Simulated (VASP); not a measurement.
The system is MgGaC4N4.

```
Mg Ga C N
1.0
     5.92939    0.00000    0.00000
     0.00000    5.92939    0.00000
     0.00000    0.00000    5.92939
Mg Ga C N
1 1 4 4
Cartesian
  0.0000 0.0000 0.0000
  2.9647 2.9647 2.9647
  1.1432 1.1432 1.1432
  1.1432 4.7862 4.7862
  4.7862 1.1432 4.7862
  4.7862 4.7862 1.1432
  1.8187 1.8187 1.8187
  1.8187 4.1107 4.1107
  4.1107 1.8187 4.1107
  4.1107 4.1107 1.8187
```

- Program: VASP 6.6.1
- Task: relaxation of cell and atoms
- Functional: PBE
- Potentials or basis: VASP PAW PBE potentials, release 64 (Mg, Ga_d, C, N)
- Cutoff: 600 eV
- k mesh: 4 × 4 × 4
- Occupations: gaussian, width 0.1 eV
- Spin: no spin polarisation

At the start: pressure 2.8 GPa; volume 20.85 Å³/atom.

How do energy, volume and symmetry change on relaxing?

Over 10 steps the energy falls by 103.2 meV/atom and the volume is 22.01 Å³/atom (+5.6 %); space group P-43m (No. 215, to 0.1 Å) before and after.

The path:
| step | energy change (eV) | largest force (eV/Å) | pressure (GPa) | volume (Å³) |
| --- | --- | --- | --- | --- |
| 1 | 0.0000 | 2.6486 | 2.81 | 208.46 |
| 2 | 0.7098 | 8.2995 | -7.29 | 219.69 |
| 3 | -0.2733 | 4.0394 | -1.54 | 212.09 |
| 4 | -0.6655 | 2.8423 | -1.39 | 214.46 |
| 5 | -1.0252 | 0.5483 | -0.38 | 219.40 |
| 6 | -1.0312 | 0.2894 | -0.18 | 220.09 |
| 7 | -1.0311 | 0.2704 | -0.13 | 220.25 |
| 8 | -1.0316 | 0.2307 | 0.28 | 219.94 |
| 9 | -1.0324 | 0.0483 | 0.10 | 220.08 |
| 10 | -1.0325 | 0.0358 | 0.06 | 220.12 |

Final structure:
```
Mg Ga C N
1.0
     6.03788    0.00000    0.00000
     0.00000    6.03788    0.00000
     0.00000    0.00000    6.03788
Mg Ga C N
1 1 4 4
Direct
  0.00000 0.00000 0.00000
  0.50000 0.50000 0.50000
  0.20704 0.20704 0.20704
  0.20704 0.79296 0.79296
  0.79296 0.20704 0.79296
  0.79296 0.79296 0.20704
  0.31994 0.31994 0.31994
  0.31994 0.68006 0.68006
  0.68006 0.31994 0.68006
  0.68006 0.68006 0.31994
```
